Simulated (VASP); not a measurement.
**KCl: single point with LDA**

Crystal: KCl.

```
K Cl
1.0
     0.00000    3.03933    3.03933
     3.03933    0.00000    3.03933
     3.03933    3.03933    0.00000
K Cl
1 1
Direct
  0.00165 0.00165 0.00165
  0.50000 0.50000 0.50000
```

This cell differs from its parent crystal: 0.01, 0.01] A.

* Program: VASP 6.6.1
* Task: single point
* Functional: LDA
* Potentials or basis: VASP PAW LDA potentials, release 64 (K_sv, Cl)
* Cutoff: 520 eV
* k mesh: 6 × 6 × 6
* Occupations: gaussian, width 0.01 eV
* Spin: no spin polarisation

* Pressure: 0.1 GPa
* Largest force: 0.032 eV/Å
* Band gap on the k mesh: 5.11 eV

Forces on the atoms (eV/Å):
```
K   -0.018 -0.018 -0.018
Cl   0.018  0.018  0.018
```

Levels at points of the mesh, in eV from the valence-band top:
| k point | band 4 | band 5 | band 6 | band 7 | band 8 | band 9 | band 10 | band 11 | band 12 | band 13 |
| --- | --- | --- | --- | --- | --- | --- | --- | --- | --- | --- |
| (0.00, 0.00, 0.00) | -10.31 | -10.31 | 0.00 | 0.00 | 0.00 | 5.11 | 8.11 | 8.11 | 8.11 | 9.11 |
| (0.50, 0.00, 0.00) | -10.32 | -9.98 | -1.33 | -0.44 | -0.44 | 7.48 | 8.65 | 10.60 | 10.60 | 11.49 |
| (0.50, 0.50, 0.50) | -10.32 | -9.98 | -1.33 | -0.44 | -0.44 | 7.48 | 8.65 | 10.60 | 10.60 | 11.49 |
| (0.50, 0.50, 0.00) | -10.40 | -10.40 | -0.76 | -0.25 | -0.25 | 6.05 | 8.46 | 10.23 | 10.27 | 10.84 |

Run time: 11 s on 1 thread of Intel(R) Xeon(R) Platinum 8488C (Sapphire Rapids), with other jobs on the host, peak memory 0.16 GiB.

Caveat: the cell differs from its parent crystal (0.01, 0.01] A).
